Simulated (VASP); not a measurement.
# Al (I4/mmm) in VASP: notebook, part 2 of 2

VASP 6.6.1.

### 4 Electric field gradients, PBE (zz strain of +3 %)

INCAR reads:

```
ALGO = Normal ; EDIFF = 1E-8
ENCUT = 520 ; GGA = PE
ISIF = 2 ; ISMEAR = -1
LASPH = True ; LCHARG = False
LEFG = True ; LREAL = False
LWAVE = False ; NBANDS = 8
NELM = 80 ; PREC = Accurate
SIGMA = 0.05
```

KPOINTS reads:

```
k-points
0
Gamma
  14 14 14
```

POSCAR reads:

```
Al
1.0
    0.0000000000      2.0239800000      2.0846994000
    2.0239800000      0.0000000000      2.0846994000
    2.0239800000      2.0239800000      0.0000000000
Al
1
Direct
    0.0000000000      0.0000000000      0.0000000000
```

Potentials or basis: VASP PAW PBE potentials, release 64 (Al).

Command:

```console
$ cat potpaw_PBE.64/Al/POTCAR > POTCAR
$ mpirun -np 1 vasp_std > vasp.out
```

OUTCAR:

```text
EDIFF = 1E-8
   ENCUT = 520
   GGA = PE
   ISIF = 2
   ISMEAR = -1
   LASPH = True
   LREAL = False
   NELM = 80
   PREC = Accurate

 ion  position               nearest neighbor table
   1  0.000  0.000  0.000-

  LATTYP: Found a body centered tetragonal cell.
 ALAT       =     2.8623399660
 C/A-ratio  =     1.4566399692

  Lattice vectors:

 A1 = (  -2.0239800000,   0.0000000000,   2.0846994000)
 A2 = (   2.0239800000,   0.0000000000,   2.0846994000)
 A3 = (   0.0000000000,   2.0239800000,  -2.0846994000)

Analysis of symmetry for initial positions (statically):
=====================================================================
 Subroutine PRICEL returns:
 Original cell was already a primitive cell.

 Routine SETGRP: Setting up the symmetry group for a
 body centered tetragonal supercell.

 Subroutine GETGRP returns: Found 16 space group operations
 (whereof 16 operations were pure point group operations)
 out of a pool of 16 trial point group operations.

The static configuration has the point symmetry D_4h.

Analysis of symmetry for dynamics (positions and initial velocities):
=====================================================================
 Subroutine PRICEL returns:
 Original cell was already a primitive cell.

 Routine SETGRP: Setting up the symmetry group for a
 body centered tetragonal supercell.

 Subroutine GETGRP returns: Found 16 space group operations
 (whereof 16 operations were pure point group operations)
 out of a pool of 16 trial point group operations.

The dynamic configuration has the point symmetry D_4h.

[... 146 lines left out ...]
 val. band max:        7.6058080389   @ k =  -0.4286   0.3571   0.0000
 cond. band min:       7.6362344563   @ k =   0.4286   0.4286   0.0000
 fundamental gap:      0.0304264173
 Fermi energy:         7.6263837366

 k-point     1 :       0.0000    0.0000    0.0000
  band No.  band energies     occupation
      1      -3.2537      2.00000
      2      19.8704      0.00000
      3      20.1911      0.00000
      4      20.1911      0.00000
      5      21.2845      0.00000
      6      21.2845      0.00000
      7      21.3678      0.00000
      8      23.8752      0.00000
[... 243 lines left out ...]
 k-point    24 :       0.2857    0.1429    0.0000
  band No.  band energies     occupation
      1      -1.3329      2.00000
      2      11.9716      0.00000
      3      16.1302      0.00000
      4      17.0009      0.00000
      5      17.6157      0.00000
      6      21.8509      0.00000
      7      25.6626      0.00000
      8      25.8649      0.00000

 [... further k-points ...]
[... 5 lines left out ...]
  --------------------------------------------------------------------------------------
  -------------------------------------------------------------------------------------
  Total       -0.2555159     -0.2555159     -0.2981728      0.0000000     -0.0000000      0.0000000
  in kB      -23.9686020    -23.9686020    -27.9700147      0.0000000     -0.0000000      0.0000000
  external PRESSURE =     -25.3024062 kB  Pullay stress =       0.0000000 kB

 VOLUME and BASIS-vectors are now :
 -----------------------------------------------------------------------------
  energy-cutoff  :      520.00
  volume of cell :       17.08
      direct lattice vectors                 reciprocal lattice vectors
     0.000000000  2.023980000  2.084699400    -0.247038014  0.247038014  0.239842732
     2.023980000  0.000000000  2.084699400     0.247038014 -0.247038014  0.239842732
     2.023980000  2.023980000  0.000000000     0.247038014  0.247038014 -0.239842732

 POSITION                                       TOTAL-FORCE (eV/Angst)
 -----------------------------------------------------------------------------------
      0.00000      0.00000      0.00000         0.000000     -0.000000     -0.000000
 -----------------------------------------------------------------------------------
    total drift:                               -0.000000      0.000000      0.000000

  FREE ENERGIE OF THE ION-ELECTRON SYSTEM (eV)
  ---------------------------------------------------
  free  energy   TOTEN  =        -3.7343202752 eV

  energy  without entropy=       -3.7303157624  energy(sigma->0) =       -3.73231802

 Electric field gradients (V/A^2)
---------------------------------------------------------------------
 ion       V_xx      V_yy      V_zz      V_xy      V_xz      V_yz
---------------------------------------------------------------------
   1      -0.656    -0.656     1.312     0.000    -0.000    -0.000
---------------------------------------------------------------------

 Electric field gradients after diagonalization (V/A^2)
 (convention: |V_zz| > |V_xx| > |V_yy|)
----------------------------------------------------------------------
 ion       V_xx      V_yy      V_zz     asymmetry (V_yy - V_xx)/ V_zz
----------------------------------------------------------------------
   1      -0.656    -0.656     1.312       0.000
----------------------------------------------------------------------

           NMR quadrupolar parameters

 Cq : quadrupolar parameter    Cq=e*Q*V_zz/h
 eta: asymmetry parameters     (V_yy - V_xx)/ V_zz
 Q  : nuclear electric quadrupole moment in mb (millibarn)
----------------------------------------------------------------------
 ion       Cq(MHz)       eta       Q (mb)
----------------------------------------------------------------------
   1       0.003       0.000       1.000
----------------------------------------------------------------------
```

OSZICAR:

```text
N       E                     dE             d eps       ncg     rms          rms(c)
DAV:   1    -0.249473145958E+01   -0.24947E+01   -0.79880E+02  3920   0.198E+02
DAV:   2    -0.375035757687E+01   -0.12556E+01   -0.12162E+01  5480   0.178E+01
DAV:   3    -0.375644227903E+01   -0.60847E-02   -0.60802E-02  5096   0.138E+00
DAV:   4    -0.375645759480E+01   -0.15316E-04   -0.15317E-04  6048   0.610E-02
DAV:   5    -0.375645763297E+01   -0.38169E-07   -0.37974E-07  5168   0.164E-03    0.125E+00
DAV:   6    -0.374364254325E+01    0.12815E-01   -0.18616E-03  5160   0.204E-01    0.726E-01
DAV:   7    -0.373432860220E+01    0.93139E-02   -0.55327E-03  4968   0.330E-01    0.141E-01
DAV:   8    -0.373432211944E+01    0.64828E-05   -0.14550E-05  5696   0.273E-02    0.672E-03
DAV:   9    -0.373432072799E+01    0.13914E-05   -0.88688E-07  5528   0.402E-03    0.752E-04
DAV:  10    -0.373432030257E+01    0.42541E-06   -0.43790E-09  5768   0.443E-04    0.189E-04
DAV:  11    -0.373432025746E+01    0.45112E-07   -0.15900E-10  4032   0.696E-05    0.516E-05
DAV:  12    -0.373432027543E+01   -0.17972E-07   -0.15477E-11  3080   0.222E-05    0.623E-06
DAV:  13    -0.373432027523E+01    0.20395E-09   -0.43928E-13  2536   0.416E-06
   1 F= -.37343203E+01 E0= -.37323180E+01  d E =-.400451E-02
```

Run time: 14 s. Hardware: 1 thread of Intel Xeon 6975P-C, shared host; peak memory 0.15 GiB.

Results:

- Free energy: -3.7343 eV
- Pressure: -2.5 GPa

Electric field gradients, principal values (V/Å²):
| atom | least | middle | greatest (by size) |
| --- | --- | --- | --- |
| 1 Al | -0.656 | -0.656 | 1.312 |

Caveat: the cell differs from its parent crystal (zz strain of +3 %); without QUAD_EFG the Cq values of the log hold for a quadrupole moment of 1 mb, not for the nuclei.

### 5 Electric field gradients, PBE (equal xx and yy strain of +2 %)

INCAR reads:

```
PREC = Accurate
ENCUT = 520
EDIFF = 1E-8
ISMEAR = -1
SIGMA = 0.05
LREAL = F
LASPH = T
NELM = 80
ALGO = Normal
ISIF = 2
LWAVE = F
LCHARG = F
GGA = PE
LEFG = T
NBANDS = 8
```

KPOINTS reads:

```
regular mesh
0
Gamma
  14 14 14
```

POSCAR reads:

```
Al
1.0
    0.0000000000      2.0644596000      2.0239800000
    2.0644596000      0.0000000000      2.0239800000
    2.0644596000      2.0644596000      0.0000000000
Al
1
Direct
    0.0000000000      0.0000000000      0.0000000000
```

Potentials or basis: VASP PAW PBE potentials, release 64 (Al).

Command:

```console
$ cat potpaw_PBE.64/Al/POTCAR > POTCAR
$ mpirun -np 1 vasp_std > vasp.out
```

OUTCAR:

```text
PREC = Accurate
   ENCUT = 520
   EDIFF = 1E-8
   ISMEAR = -1
   LREAL = F
   LASPH = T
   NELM = 80
   ISIF = 2
   GGA = PE

 ion  position               nearest neighbor table
   1  0.000  0.000  0.000-

  LATTYP: Found a body centered tetragonal cell.
 ALAT       =     2.9195867653
 C/A-ratio  =     1.3864838847

  Lattice vectors:

 A1 = (   0.0000000000,  -2.0644596000,  -2.0239800000)
 A2 = (   0.0000000000,   2.0644596000,  -2.0239800000)
 A3 = (   2.0644596000,   0.0000000000,   2.0239800000)

Analysis of symmetry for initial positions (statically):
=====================================================================
 Subroutine PRICEL returns:
 Original cell was already a primitive cell.

 Routine SETGRP: Setting up the symmetry group for a
 body centered tetragonal supercell.

 Subroutine GETGRP returns: Found 16 space group operations
 (whereof 16 operations were pure point group operations)
 out of a pool of 16 trial point group operations.

The static configuration has the point symmetry D_4h.

Analysis of symmetry for dynamics (positions and initial velocities):
=====================================================================
 Subroutine PRICEL returns:
 Original cell was already a primitive cell.

 Routine SETGRP: Setting up the symmetry group for a
 body centered tetragonal supercell.

 Subroutine GETGRP returns: Found 16 space group operations
 (whereof 16 operations were pure point group operations)
 out of a pool of 16 trial point group operations.

The dynamic configuration has the point symmetry D_4h.

 Subroutine INISYM returns: Found 16 space group operations
 (whereof 16 operations are pure point group operations),
 and found     1 'primitive' translations
[... 145 lines left out ...]
 fundamental gap:      0.0045803767
 Fermi energy:         7.5251221984

 k-point     1 :       0.0000    0.0000    0.0000
  band No.  band energies     occupation
      1      -3.2874      2.00000
      2      19.8525      0.00000
      3      19.8525      0.00000
      4      20.0614      0.00000
      5      21.0397      0.00000
      6      21.1007      0.00000
      7      21.1007      0.00000
      8      23.6951      0.00000
[... 243 lines left out ...]
 k-point    24 :       0.2857    0.1429    0.0000
  band No.  band energies     occupation
      1      -1.2871      2.00000
      2      11.6382      0.00000
      3      15.5396      0.00000
      4      17.1730      0.00000
      5      18.0918      0.00000
      6      21.1545      0.00000
      7      24.9284      0.00000
      8      25.9395      0.00000

 [... further k-points ...]
[... 5 lines left out ...]
  --------------------------------------------------------------------------------------
  -------------------------------------------------------------------------------------
  Total       -0.3681858     -0.3681858     -0.3070134      0.0000000     -0.0000000      0.0000000
  in kB      -34.1923243    -34.1923243    -28.5114291      0.0000000     -0.0000000      0.0000000
  external PRESSURE =     -32.2986926 kB  Pullay stress =       0.0000000 kB

 VOLUME and BASIS-vectors are now :
 -----------------------------------------------------------------------------
  energy-cutoff  :      520.00
  volume of cell :       17.25
      direct lattice vectors                 reciprocal lattice vectors
     0.000000000  2.064459600  2.023980000    -0.242194132  0.242194132  0.247038014
     2.064459600  0.000000000  2.023980000     0.242194132 -0.242194132  0.247038014
     2.064459600  2.064459600  0.000000000     0.242194132  0.242194132 -0.247038014

 POSITION                                       TOTAL-FORCE (eV/Angst)
 -----------------------------------------------------------------------------------
      0.00000      0.00000      0.00000         0.000000      0.000000      0.000000
 -----------------------------------------------------------------------------------
    total drift:                               -0.000000      0.000000      0.000000

  FREE ENERGIE OF THE ION-ELECTRON SYSTEM (eV)
  ---------------------------------------------------
  free  energy   TOTEN  =        -3.7311351239 eV

  energy  without entropy=       -3.7264651064  energy(sigma->0) =       -3.72880012

 Electric field gradients (V/A^2)
---------------------------------------------------------------------
 ion       V_xx      V_yy      V_zz      V_xy      V_xz      V_yz
---------------------------------------------------------------------
   1       0.365     0.365    -0.730    -0.000     0.000     0.000
---------------------------------------------------------------------

 Electric field gradients after diagonalization (V/A^2)
 (convention: |V_zz| > |V_xx| > |V_yy|)
----------------------------------------------------------------------
 ion       V_xx      V_yy      V_zz     asymmetry (V_yy - V_xx)/ V_zz
----------------------------------------------------------------------
   1       0.365     0.365    -0.730       0.000
----------------------------------------------------------------------

           NMR quadrupolar parameters

 Cq : quadrupolar parameter    Cq=e*Q*V_zz/h
 eta: asymmetry parameters     (V_yy - V_xx)/ V_zz
 Q  : nuclear electric quadrupole moment in mb (millibarn)
----------------------------------------------------------------------
 ion       Cq(MHz)       eta       Q (mb)
----------------------------------------------------------------------
   1      -0.002       0.000       1.000
----------------------------------------------------------------------
```

Wall time 15 s (1 thread of Intel Xeon 6975P-C, shared host); peak memory 0.15 GiB.

What came out:

| Property | Result |
| --- | --- |
| Free energy | -3.7311 eV |
| Pressure | -3.2 GPa |

Levels at points of the mesh, in eV from the Fermi level:
```csv
k point,band 1,band 2,band 3,band 4,band 5,band 6
"(0.00, 0.00, 0.00)",-10.81,12.33,12.33,12.54,13.51,13.58
"(0.50, 0.00, 0.00)",-4.40,-4.30,10.73,11.06,11.17,11.47
"(0.50, 0.50, 0.00)",-2.61,-1.31,5.12,5.17,5.17,8.43
"(0.50, 0.00, 0.50)",-2.89,-1.71,5.34,5.46,5.60,8.80
```

Electric field gradients, principal values (V/Å²):
| atom | least | middle | greatest (by size) |
| --- | --- | --- | --- |
| 1 Al | 0.365 | 0.365 | -0.730 |

Caveat: the cell differs from its parent crystal (equal xx and yy strain of +2 %); without QUAD_EFG the Cq values of the log hold for a quadrupole moment of 1 mb, not for the nuclei.

### 6 Overview

```csv
cell,gap on the mesh (eV),pressure (GPa)
"a = 2.834, b = 2.834, c = 2.862 Å, angles 59.7, 59.7, 60.7°, 1 atom",none,1.0
"a = 2.906, b = 2.906, c = 2.862 Å, angles 60.5, 60.5, 59.0°, 1 atom",none,-2.5
"a = 2.891, b = 2.891, c = 2.920 Å, angles 59.7, 59.7, 60.7°, 1 atom",none,-3.2
```

Alike in all rows: task electric field gradients; level PBE; potentials or basis VASP PAW PBE potentials, release 64 (Al); no spin polarisation; k mesh 14 × 14 × 14; cutoff (eV) 520; smearing fermi-dirac 0.05 eV.

Total energies depend on the potentials used, so only differences within one code and one set of settings carry meaning.
